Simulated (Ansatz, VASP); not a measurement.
## Zr2B3 in VASP and in Ansatz

```
Zr B
1.0
     3.69469    0.00000    0.00000
    -1.84734    3.19969    0.00000
     0.00000    0.00000    4.59512
Zr B
2 3
Direct
  0.66667 0.33333 0.32167
  0.33333 0.66667 0.67833
  0.66667 0.33333 0.80654
  0.33333 0.66667 0.19346
  0.00000 0.00000 0.00000
```

Change from the starting cell: species swapped into the In2Au3 type (P-3m1, No. 164).

Alike in both runs: task single point; functional PBE; k mesh 6 × 6 × 4; occupations gaussian, width 0.1 eV; no spin polarisation.

|  | VASP | Ansatz |
| --- | --- | --- |
| version | VASP 6.6.1 | Ansatz 0.2.0 |
| potentials or method | VASP PAW PBE potentials, release 64 (Zr_sv, B), cutoff 520 eV | scalar-relativistic, plane waves, PAW |
| valence electrons in the cell | 33 | 33 |

```tsv
	VASP	Ansatz	Ansatz less VASP
gap on the k mesh at the Fermi level (eV)	none	none	-
rms of the force components (eV/Å)	2.346	2.341	-0.0057
```

Atom by atom the forces differ by 0.006 eV/Å (rms over components). A gap of «none» marks a metal or a gap that the smearing closes. With one functional, cell and mesh, what is left measures potentials, basis and numerics.
